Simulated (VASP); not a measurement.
# AlN (P6_3/mmc) in VASP: a series of runs, part 2 of 2

VASP 6.6.1. The steps go on from the part before.

## (3) Single point, PBE (volume changed by -3%)

INCAR

```
ALGO = Normal
EDIFF = 1E-6
ENCUT = 520
GGA = PE
ISIF = 2
ISMEAR = 0
LASPH = T
LCHARG = F
LREAL = F
LWAVE = F
NBANDS = 16
NELM = 80
PREC = Accurate
SIGMA = 0.01
```

KPOINTS

```
k-points
0
Gamma
  9 9 6
```

POSCAR

```
AlN
1.0
    3.2809869646      0.0000000000      0.0000000000
   -1.6404934823      2.8414180608      0.0000000000
    0.0000000000      0.0000000000      4.1439389294
Al N
2 2
Direct
    0.3333333333      0.6666666667      0.2500000000
    0.6666666667      0.3333333333      0.7500000000
    0.6666666667      0.3333333333      0.2500000000
    0.3333333333      0.6666666667      0.7500000000
```

Potentials or basis: VASP PAW PBE potentials, release 64 (Al, N).

On the command line:

```
cat potpaw_PBE.64/Al/POTCAR potpaw_PBE.64/N/POTCAR > POTCAR
mpirun -np 1 vasp_std > vasp.out
```

OUTCAR:

```text
EDIFF = 1E-6
   ENCUT = 520
   GGA = PE
   ISIF = 2
   ISMEAR = 0
   LASPH = T
   LREAL = F
   NELM = 80
   PREC = Accurate

 ion  position               nearest neighbor table
   1  0.333  0.667  0.250-   3 1.89   3 1.89   3 1.89   4 2.07   4 2.07   2 2.81   2 2.81   2 2.81
                             2 2.81   2 2.81   2 2.81
   2  0.667  0.333  0.750-   4 1.89   4 1.89   4 1.89   3 2.07   3 2.07   1 2.81   1 2.81   1 2.81
                             1 2.81   1 2.81   1 2.81
   3  0.667  0.333  0.250-   1 1.89   1 1.89   1 1.89   2 2.07   2 2.07
   4  0.333  0.667  0.750-   2 1.89   2 1.89   2 1.89   1 2.07   1 2.07

  LATTYP: Found a hexagonal cell.
 ALAT       =     3.2809869646
 C/A-ratio  =     1.2630159687

  Lattice vectors:

 A1 = (   3.2809869646,   0.0000000000,   0.0000000000)
 A2 = (  -1.6404934823,   2.8414180608,   0.0000000000)
 A3 = (   0.0000000000,   0.0000000000,   4.1439389294)

Analysis of symmetry for initial positions (statically):
=====================================================================
 Subroutine PRICEL returns:
 Original cell was already a primitive cell.

 Routine SETGRP: Setting up the symmetry group for a
 hexagonal supercell.

 Subroutine GETGRP returns: Found 24 space group operations
 (whereof 12 operations were pure point group operations)
 out of a pool of 24 trial point group operations.

The static configuration has the point symmetry D_3d.
 The point group associated with its full space group is D_6h.

Analysis of symmetry for dynamics (positions and initial velocities):
=====================================================================
 Subroutine PRICEL returns:
 Original cell was already a primitive cell.

 Routine SETGRP: Setting up the symmetry group for a
 hexagonal supercell.

[... 127 lines left out ...]
   IMIX   =      4    mixing-type and parameters
     AMIX     =   0.40;   BMIX     =  1.00
     AMIX_MAG =   1.60;   BMIX_MAG =  1.00
  volume/ion in A,a.u.               =       9.66        65.18
  Fermi-wavevector in a.u.,A,eV,Ry     =   1.220292  2.306018 20.260613  1.489113
  Thomas-Fermi vector in A             =   2.355515
   LORBIT       =      0    0 simple, 1 ext, 2 COOP (PROOUT), +10 PAW based schemes
   GGA     = PE    functional components
   LHFCALC =     F    Hartree Fock is set to
   AEXX    =    0.0000 exact exchange contribution
   IVDW    =     0    specifies the selected vdW correction
   LEPSILON=     F    determine dielectric tensor
   LRPA    =     F    only Hartree local field effects (RPA)
 non-spin polarized calculation
 Gauss-broadening in eV      SIGMA  =   0.01
  energy-cutoff  :      520.00
  volume of cell :       38.63
 maximum number of plane-waves:      1065
   NGX = 13   NGY = 13   NGZ = 15

 number of electron      16.0000000 magnetization

 Free energy of the ion-electron system (eV)
  ---------------------------------------------------
  ext. energy  EPLUGINS =         0.00000000
  ---------------------------------------------------
  free energy    TOTEN  =       -29.29588466 eV

  energy without entropy =      -29.29588466  energy(sigma->0) =      -29.29588466

 E-fermi :   8.4235     XC(G=0): -11.2912

 val. band max:        8.2805775572   @ k =   0.0000   0.0000   0.0000
 cond. band min:      11.7731844400   @ k =   0.0000   0.0000   0.0000
 fundamental gap:      3.4926068828
 Fermi energy:         8.4234582069

 k-point     1 :       0.0000    0.0000    0.0000
  band No.  band energies     occupation
      1      -8.7320      2.00000
      2      -4.9601      2.00000
      3       1.2417      2.00000
      4       4.9271      2.00000
      5       4.9271      2.00000
      6       6.6212      2.00000
[... 433 lines left out ...]
      3       1.5960      2.00000
      4       2.6307      2.00000
      5       2.6307      2.00000
      6       5.1928      2.00000
[... 8 lines left out ...]
     15      19.6615      0.00000
     16      21.6377      0.00000

 [... further k-points ...]

------------------------ aborting loop because EDIFF is reached ----------------------------------------

  FORCE on cell =-STRESS in cart. coord.  units (eV):
  Direction    XX          YY          ZZ          XY          YZ          ZX
  --------------------------------------------------------------------------------------
  -------------------------------------------------------------------------------------
  Total        1.6372652      1.6372652      1.3821118      0.0000000     -0.0000000      0.0000000
  in kB       67.9010697     67.9010697     57.3192860      0.0000000     -0.0000000      0.0000000
  external PRESSURE =      64.3738085 kB  Pullay stress =       0.0000000 kB

 VOLUME and BASIS-vectors are now :
 -----------------------------------------------------------------------------
  energy-cutoff  :      520.00
  volume of cell :       38.63
      direct lattice vectors                 reciprocal lattice vectors
     3.280986965  0.000000000  0.000000000     0.304786337  0.175968474  0.000000000
    -1.640493482  2.841418061  0.000000000     0.000000000  0.351936948  0.000000000
     0.000000000  0.000000000  4.143938929     0.000000000  0.000000000  0.241316298

 POSITION                                       TOTAL-FORCE (eV/Angst)
 -----------------------------------------------------------------------------------
     -0.00000      1.89428      1.03598        -0.000000      0.000000      0.000000
      1.64049      0.94714      3.10795         0.000000     -0.000000      0.000000
      1.64049      0.94714      1.03598         0.000000     -0.000000      0.000000
     -0.00000      1.89428      3.10795         0.000000      0.000000      0.000000
 -----------------------------------------------------------------------------------
    total drift:                               -0.000000     -0.000000     -0.000000

  FREE ENERGIE OF THE ION-ELECTRON SYSTEM (eV)
  ---------------------------------------------------
  free  energy   TOTEN  =       -29.2958846573 eV

  energy  without entropy=      -29.2958846573  energy(sigma->0) =      -29.29588466
```

OSZICAR:

```text
N       E                     dE             d eps       ncg     rms          rms(c)
DAV:   1     0.438002717878E+02    0.43800E+02   -0.74541E+03  1536   0.905E+02
DAV:   2    -0.305700844796E+02   -0.74370E+02   -0.67828E+02  2296   0.190E+02
DAV:   3    -0.338647645149E+02   -0.32947E+01   -0.32848E+01  1792   0.417E+01
DAV:   4    -0.338835614121E+02   -0.18797E-01   -0.18795E-01  1952   0.354E+00
DAV:   5    -0.338838088001E+02   -0.24739E-03   -0.24739E-03  1792   0.410E-01    0.119E+01
DAV:   6    -0.293186029314E+02    0.45652E+01   -0.90791E+00  1960   0.227E+01    0.396E+00
DAV:   7    -0.293154250706E+02    0.31779E-02   -0.74867E-01  1784   0.607E+00    0.289E+00
DAV:   8    -0.293037849492E+02    0.11640E-01   -0.84243E-02  1632   0.251E+00    0.856E-01
DAV:   9    -0.292954157087E+02    0.83692E-02   -0.17457E-02  1904   0.106E+00    0.275E-01
DAV:  10    -0.292959861879E+02   -0.57048E-03   -0.29882E-03  1800   0.360E-01    0.163E-01
DAV:  11    -0.292958831226E+02    0.10307E-03   -0.20931E-04  1792   0.117E-01    0.429E-02
DAV:  12    -0.292958850686E+02   -0.19460E-05   -0.15280E-05  1720   0.309E-02    0.720E-03
DAV:  13    -0.292958846573E+02    0.41129E-06   -0.51404E-06  1928   0.172E-02
   1 F= -.29295885E+02 E0= -.29295885E+02  d E =-.253566E-93
```

Run time: 46 s. Hardware: 1 thread of AMD EPYC 7R13, shared host; peak memory 0.13 GiB.

Results:

* Free energy: -29.2959 eV
* Pressure: 6.4 GPa
* Band gap on the k mesh: 3.49 eV, direct
